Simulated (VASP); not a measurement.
# MoH4 (P4/mmm) in VASP: a series of runs, part 2 of 2

VASP 6.6.1. Earlier steps stand in the parts before.

## Step 3: Relaxation of cell and atoms, PBE

This run uses another cell than the first one, of 9.08 Å³/atom, 0.984 times its volume.

Input file INCAR:

```
SYSTEM = MoH4
ALGO = Normal
EDIFF = 1E-6
EDIFFG = -0.01
ENCUT = 600
GGA = PE
IBRION = 2
ISIF = 3
ISMEAR = 0
LASPH = .True.
LCHARG = .False.
LREAL = .False.
LWAVE = .False.
NELM = 100
NSW = 100
PREC = Accurate
SIGMA = 0.1
```

Input file KPOINTS:

```
k-points
0
Gamma
  14 14 6
  0 0 0
```

Input file POSCAR:

```
MoH4
1.0
    2.7831813029      0.0000000000      0.0000000000
    0.0000000000      2.7831813029      0.0000000000
    0.0000000000      0.0000000000      5.8632551558
H Mo
4 1
Direct
    0.5000000000      0.0000000000      0.2138504884
    0.0000000000      0.5000000000      0.7861495116
    0.5000000000      0.0000000000      0.7861495116
    0.0000000000      0.5000000000      0.2138504884
    0.0000000000      0.0000000000      0.0000000000
```

Potentials or basis: VASP PAW PBE potentials, release 64 (H, Mo_sv).

Run with:

```
$ cat potpaw_PBE.64/H/POTCAR potpaw_PBE.64/Mo_sv/POTCAR > POTCAR
$ mpirun -np 1 vasp_std > vasp.out
```

OUTCAR:

```text
SYSTEM = MoH4
   EDIFF = 1E-6
   EDIFFG = -0.01
   ENCUT = 600
   GGA = PE
   IBRION = 2
   ISIF = 3
   ISMEAR = 0
   LASPH = .True.
   LREAL = .False.
   NELM = 100
   NSW = 100
   PREC = Accurate

 ion  position               nearest neighbor table
   1  0.500  0.000  0.214-   5 1.87   5 1.87
   2  0.000  0.500  0.786-   5 1.87   5 1.87
   3  0.500  0.000  0.786-   5 1.87   5 1.87
   4  0.000  0.500  0.214-   5 1.87   5 1.87
   5  0.000  0.000  0.000-   1 1.87   2 1.87   3 1.87   4 1.87   2 1.87   4 1.87   1 1.87   3 1.87

  LATTYP: Found a simple tetragonal cell.
 ALAT       =     2.7831813029
 C/A-ratio  =     2.1066738087

  Lattice vectors:

 A1 = (   2.7831813029,   0.0000000000,   0.0000000000)
 A2 = (   0.0000000000,   2.7831813029,   0.0000000000)
 A3 = (   0.0000000000,   0.0000000000,   5.8632551558)

Analysis of symmetry for initial positions (statically):
=====================================================================
 Subroutine PRICEL returns:
 Original cell was already a primitive cell.

 Routine SETGRP: Setting up the symmetry group for a
 simple tetragonal supercell.

 Subroutine GETGRP returns: Found 16 space group operations
 (whereof 16 operations were pure point group operations)
 out of a pool of 16 trial point group operations.

The static configuration has the point symmetry D_4h.

Analysis of symmetry for dynamics (positions and initial velocities):
[... 284 lines left out ...]
 number of electron      17.9999996 magnetization

 Free energy of the ion-electron system (eV)
  ---------------------------------------------------
  ext. energy  EPLUGINS =         0.00000000
  ---------------------------------------------------
  free energy    TOTEN  =       -23.20782013 eV

  energy without entropy =      -23.20442617  energy(sigma->0) =      -23.20612315

 E-fermi :   2.1041     XC(G=0):  -8.9590

 val. band max:        2.0935644843   @ k =   0.1429   0.0000   0.0000
 cond. band min:       2.1319474357   @ k =   0.4286   0.2143   0.0000
 fundamental gap:      0.0383829514
 Fermi energy:         2.1041449478

 k-point     1 :       0.0000    0.0000    0.0000
  band No.  band energies     occupation
      1     -58.9382      2.00000
      2     -32.9635      2.00000
      3     -32.6290      2.00000
      4     -32.6290      2.00000
      5      -6.2221      2.00000
      6      -2.9618      2.00000
      7      -2.6564      2.00000
      8      -0.3879      2.00000
      9       3.2578      0.00000
     10       3.2578      0.00000
     11       4.9633      0.00000
     12       5.7699      0.00000
     13       7.3796      0.00000
[... 354 lines left out ...]
  band No.  band energies     occupation
      1     -58.8297      2.00000
      2     -33.2659      2.00000
      3     -32.8919      2.00000
      4     -32.8234      2.00000
      5      -3.2179      2.00000
      6      -3.0138      2.00000
      7      -1.0045      2.00000
      8      -0.6590      2.00000
      9       0.9905      2.00000
     10       2.4294      0.00000
     11       5.6337      0.00000
     12       6.6458      0.00000
     13       9.5778      0.00000

 [... further k-points ...]

------------------------ aborting loop because EDIFF is reached ----------------------------------------

  FORCE on cell =-STRESS in cart. coord.  units (eV):
  Direction    XX          YY          ZZ          XY          YZ          ZX
  --------------------------------------------------------------------------------------
  -------------------------------------------------------------------------------------
  Total       -0.0048851     -0.0048851     -0.0252098      0.0000000      0.0000000      0.0000000
  in kB       -0.1721492     -0.1721492     -0.8883788      0.0000000      0.0000000      0.0000000
  external PRESSURE =      -0.4108924 kB  Pullay stress =       0.0000000 kB
[... 20 lines left out ...]
  FREE ENERGIE OF THE ION-ELECTRON SYSTEM (eV)
  ---------------------------------------------------
  free  energy   TOTEN  =       -23.2078201265 eV

  energy  without entropy=      -23.2044261674  energy(sigma->0) =      -23.20612315

 reached required accuracy - stopping structural energy minimisation
```

OSZICAR:

```text
N       E                     dE             d eps       ncg     rms          rms(c)
DAV:   1     0.126875343670E+03    0.12688E+03   -0.10094E+04  3760   0.142E+03
DAV:   2    -0.215919606561E+02   -0.14847E+03   -0.14458E+03  4464   0.354E+02
DAV:   3    -0.252130005370E+02   -0.36210E+01   -0.35656E+01  4767   0.553E+01
DAV:   4    -0.252416569760E+02   -0.28656E-01   -0.28642E-01  4150   0.497E+00
[... 26 lines left out ...]
DAV:   1    -0.232091356911E+02   -0.14389E-02   -0.39978E-02  3819   0.239E+00    0.367E-01
DAV:   2    -0.232079631845E+02    0.11725E-02   -0.34866E-03  3829   0.649E-01    0.665E-02
DAV:   3    -0.232078374057E+02    0.12578E-03   -0.31482E-04  4139   0.146E-01    0.378E-02
DAV:   4    -0.232078204657E+02    0.16940E-04   -0.65489E-05  4249   0.672E-02    0.215E-02
DAV:   5    -0.232078201265E+02    0.33918E-06   -0.41694E-06  4184   0.218E-02
   4 F= -.23207820E+02 E0= -.23206123E+02  d E =-.123285E-03
```

It took 2.2 min on 1 thread of Intel Xeon 6975P-C (Granite Rapids), shared host; peak memory 0.25 GiB.

What came out:

```
Free energy                            : -23.2078 eV
Relaxed volume                         : 9.09 Å³/atom
Relaxed cell                           : a = 2.790 Å, b = 2.790 Å, c = 5.843 Å, α = 90.00°, β = 90.00°, γ = 90.00°
Space group after relaxing (to 0.05 Å) : P4/mmm (No. 123)
Energy gained by relaxing              : 0.1 meV/atom
Ionic steps                            : 4
Pressure after relaxing                : 0.0 GPa
Band gap on the k mesh                 : zero (band 9 reaches 3.26 eV, above the bottom of band 10 at 1.75 eV)
```

The path:
```
step  energy change (eV)  largest force (eV/Å)  pressure (GPa)  volume (Å³)
   1              0.0000                0.0305           -0.08        45.42
   2             -0.0004                0.0108            0.10        45.39
   3             -0.0005                0.0074            0.26        45.36
   4             -0.0006                0.0006           -0.04        45.47
```

Final structure:
```
H Mo
1.0
     2.78959    0.00000    0.00000
     0.00000    2.78959    0.00000
     0.00000    0.00000    5.84253
H Mo
4 1
Direct
  0.50000 0.00000 0.21332
  0.00000 0.50000 0.78668
  0.50000 0.00000 0.78668
  0.00000 0.50000 0.21332
  0.00000 0.00000 0.00000
```

## Step 4: Single point, PBE, collinear spin, ferromagnetic start

This run uses another cell than the first one, of 9.08 Å³/atom, 0.984 times its volume.

Input file INCAR:

```
SYSTEM = MoH4
ALGO = Normal
EDIFF = 1E-7
ENCUT = 520
GGA = PE
ISIF = 2
ISMEAR = 0
ISPIN = 2
LASPH = .TRUE.
LCHARG = .TRUE.
LELF = .TRUE.
LMAXMIX = 4
LORBIT = 11
LREAL = .FALSE.
LVHAR = .TRUE.
LWAVE = .FALSE.
MAGMOM = 0 0 0 0 1
NBANDS = 21
NELM = 150
PREC = Accurate
SIGMA = 0.1
```

Input file KPOINTS:

```
k-points
0
G
  6 6 4
  0 0 0
```

POSCAR is that of step 3.

Run with:

```
$ cat potpaw_PBE.64/H/POTCAR potpaw_PBE.64/Mo_sv/POTCAR > POTCAR
$ mpirun -np 1 vasp_std > vasp.out
```

Run time: 63 s. Hardware: 1 thread of Intel Xeon 6975P-C (Granite Rapids), shared host; peak memory 0.21 GiB.

Results (log left out):

| Quantity | Value |
| --- | --- |
| Free energy | -23.1766 eV |
| Pressure | 0.0 GPa |
| Largest force | 0.007 eV/Å |
| Band gap on the k mesh | zero (filled and empty bands overlap) |
| Net moment | 0.00 μB per cell |
| Valence electrons inside the program's atomic spheres | H 0.54; Mo 12.44 |

Forces on the atoms (eV/Å):
```
H    0.000  0.000  0.007
H    0.000  0.000 -0.007
H    0.000  0.000 -0.007
H    0.000  0.000  0.007
Mo   0.000  0.000  0.000
```

Levels at points of the mesh, in eV from the Fermi level:
Spin up:
```csv
k point,band 7,band 8,band 9,band 10,band 11,band 12
"(0.00, 0.00, 0.00)",-4.48,-2.27,1.44,1.44,3.14,3.97
"(0.50, 0.00, 0.00)",-2.89,-1.06,-1.04,0.84,1.88,5.51
"(0.50, 0.50, 0.00)",-3.45,-0.83,-0.83,0.96,4.62,8.42
"(0.00, 0.00, 0.50)",-4.48,-2.08,1.43,1.43,3.14,3.90
"(0.50, 0.00, 0.50)",-2.73,-1.38,-0.92,0.84,1.87,5.74
"(0.50, 0.50, 0.50)",-3.45,-0.70,-0.70,1.04,4.62,7.74
```
Spin down:
```tsv
k point	band 5	band 6	band 7	band 8	band 9	band 10	band 11	band 12	band 13	band 14
(0.00, 0.00, 0.00)	-8.08	-4.85	-4.48	-2.27	1.44	1.44	3.14	3.97	5.50	8.47
(0.50, 0.00, 0.00)	-5.60	-5.19	-2.89	-1.06	-1.04	0.84	1.88	5.51	7.23	7.31
(0.50, 0.50, 0.00)	-4.59	-4.59	-3.45	-0.83	-0.83	0.96	4.62	8.42	8.42	8.43
(0.00, 0.00, 0.50)	-7.93	-5.24	-4.48	-2.08	1.43	1.43	3.14	3.90	6.49	8.64
(0.50, 0.00, 0.50)	-5.67	-5.12	-2.73	-1.38	-0.91	0.84	1.87	5.74	6.01	8.22
(0.50, 0.50, 0.50)	-4.63	-4.63	-3.45	-0.70	-0.70	1.04	4.62	7.74	7.74	7.84
```

Caveat: the k points lie up to 0.38 Å⁻¹ apart.

## Step 5: Single point, PBE

This run uses another cell than the first one, of 9.15 Å³/atom, 0.991 times its volume.

Input file INCAR:

```
PREC = Accurate ; ENCUT = 520
EDIFF = 1E-7 ; ISMEAR = 0
SIGMA = 0.1 ; LREAL = F
LASPH = T ; NELM = 80
ALGO = Normal ; ISIF = 2
LWAVE = F ; LCHARG = F
GGA = PE ; NBANDS = 17
```

Input file KPOINTS:

```
Automatic mesh
0
Gamma
  4 4 4
```

Input file POSCAR:

```
MoH4
1.0
    2.7932173132      0.0000000000      0.0000000000
    0.0000000000      2.7932173132      0.0000000000
    0.0000000000      0.0000000000      5.8638893167
H Mo
4 1
Direct
    0.5000000000      0.0000000000      0.2137846230
    0.0000000000      0.5000000000      0.7862153770
    0.5000000000      0.0000000000      0.7862153770
    0.0000000000      0.5000000000      0.2137846230
    0.0000000000      0.0000000000      0.0000000000
```

Run with:

```
$ cat potpaw_PBE.64/H/POTCAR potpaw_PBE.64/Mo_sv/POTCAR > POTCAR
$ mpirun -np 1 vasp_std > vasp.out
```

Wall time 18 s (1 thread of AMD EPYC 7R43 (Zen 3), shared host); peak memory 0.13 GiB.

Results (log left out):

* Free energy: -23.0677 eV
* Pressure: -0.2 GPa
* Band gap on the k mesh: zero (band 9 reaches 3.07 eV, above the bottom of band 10 at 1.88 eV)

Stress tensor (GPa, compression positive):
```
-0.23  0.00  0.00
 0.00 -0.23  0.00
 0.00  0.00 -0.06
```

Levels at points of the mesh, in eV from the Fermi level:
| k point | band 7 | band 8 | band 9 | band 10 | band 11 | band 12 |
| --- | --- | --- | --- | --- | --- | --- |
| (0.00, 0.00, 0.00) | -4.59 | -2.39 | 1.21 | 1.21 | 2.93 | 3.88 |
| (0.50, 0.00, 0.00) | -2.95 | -1.19 | -1.12 | 0.68 | 1.64 | 5.27 |
| (0.50, 0.50, 0.00) | -3.52 | -0.92 | -0.92 | 0.75 | 4.37 | 8.25 |
| (0.00, 0.00, 0.50) | -4.58 | -2.21 | 1.21 | 1.21 | 2.93 | 3.80 |
| (0.50, 0.00, 0.50) | -2.79 | -1.43 | -1.07 | 0.68 | 1.64 | 5.49 |
| (0.50, 0.50, 0.50) | -3.52 | -0.79 | -0.79 | 0.82 | 4.37 | 7.58 |

Caveat: the k points lie up to 0.56 Å⁻¹ apart.

## Step 6: Single point, PBE

This run uses another cell than the first one, of 9.08 Å³/atom, 0.984 times its volume.

Input file INCAR:

```
SYSTEM = MoH4
PREC = Accurate ; ENCUT = 520
EDIFF = 1E-7 ; ISMEAR = 0
SIGMA = 0.1 ; LREAL = .FALSE.
LASPH = .TRUE. ; NELM = 100
ALGO = Normal ; ISIF = 2
LWAVE = .FALSE. ; LCHARG = .TRUE.
GGA = PE ; LELF = .TRUE.
LVHAR = .TRUE. ; NBANDS = 17
```

Input file KPOINTS:

```
regular mesh
0
G
  6 6 4
  0 0 0
```

Input file POSCAR:

```
MoH4
1.0
    2.7831813029      0.0000000000      0.0000000000
    0.0000000000      2.7831813029      0.0000000000
    0.0000000000      0.0000000000      5.8632551558
H Mo
4 1
Direct
    0.5000000000      0.0000000000      0.2138504884
    0.0000000000      0.5000000000      0.7861495116
    0.5000000000      0.0000000000      0.7861495116
    0.0000000000      0.5000000000      0.2138504884
    0.0000000000      0.0000000000      0.0000000000
```

Potentials or basis: VASP PAW PBE potentials, release 64 (H, Mo_sv).

Run with:

```
$ cat potpaw_PBE.64/H/POTCAR potpaw_PBE.64/Mo_sv/POTCAR > POTCAR
$ mpirun -np 1 vasp_std > vasp.out
```

It took 26 s on 1 thread of AMD EPYC 7R43 (Zen 3), shared host; peak memory 0.14 GiB.

It converged, with:

```
Free energy            : -23.1766 eV
Pressure               : 0.0 GPa
Largest force          : 0.007 eV/Å
Band gap on the k mesh : zero (band 9 reaches 3.29 eV, above the bottom of band 10 at 1.81 eV)
```

Forces in eV/Å, atoms in the order of the input:
```
H    0.000  0.000  0.007
H    0.000  0.000 -0.007
H    0.000  0.000 -0.007
H    0.000  0.000  0.007
Mo   0.000  0.000  0.000
```

Levels at points of the mesh, in eV from the Fermi level:
| k point | band 5 | band 6 | band 7 | band 8 | band 9 | band 10 | band 11 | band 12 | band 13 | band 14 |
| --- | --- | --- | --- | --- | --- | --- | --- | --- | --- | --- |
| (0.00, 0.00, 0.00) | -8.08 | -4.85 | -4.48 | -2.27 | 1.44 | 1.44 | 3.14 | 3.97 | 5.50 | 8.47 |
| (0.50, 0.00, 0.00) | -5.60 | -5.19 | -2.89 | -1.06 | -1.04 | 0.84 | 1.88 | 5.51 | 7.23 | 7.31 |
| (0.50, 0.50, 0.00) | -4.59 | -4.59 | -3.45 | -0.83 | -0.83 | 0.96 | 4.62 | 8.42 | 8.42 | 8.43 |
| (0.00, 0.00, 0.50) | -7.93 | -5.24 | -4.48 | -2.08 | 1.43 | 1.43 | 3.14 | 3.90 | 6.49 | 8.64 |
| (0.50, 0.00, 0.50) | -5.67 | -5.12 | -2.73 | -1.38 | -0.91 | 0.84 | 1.87 | 5.74 | 6.01 | 8.22 |
| (0.50, 0.50, 0.50) | -4.63 | -4.63 | -3.45 | -0.70 | -0.70 | 1.04 | 4.62 | 7.74 | 7.74 | 7.84 |

Caveat: the k points lie up to 0.38 Å⁻¹ apart.

## Step 7: Overview

```tsv
task	spin	cell	k mesh	cutoff (eV)	gap on the mesh (eV)	pressure (GPa)	largest force (eV/Å)
single point	off	a = 2.789, b = 2.789, c = 5.932 Å, 5 atoms	14 × 14 × 6	520	none	0.0	0.01
relaxation of cell and atoms	off	relaxed from a = 2.783, b = 2.783, c = 5.863 Å, 5 atoms	14 × 14 × 6	600	none	0.0	-
single point	collinear, ferromagnetic start	a = 2.783, b = 2.783, c = 5.863 Å, 5 atoms	6 × 6 × 4	520	none	0.0	0.01
single point	off	a = 2.793, b = 2.793, c = 5.864 Å, 5 atoms	4 × 4 × 4	520	none	-0.2	-
single point	off	a = 2.783, b = 2.783, c = 5.863 Å, 5 atoms	6 × 6 × 4	520	none	0.0	0.01
```

Alike in all rows: level PBE; potentials or basis VASP PAW PBE potentials, release 64 (H, Mo_sv); smearing gaussian 0.1 eV.

Caveats: some runs use coarse meshes.

Total energies depend on the potentials used, so only differences within one code and one set of settings carry meaning.
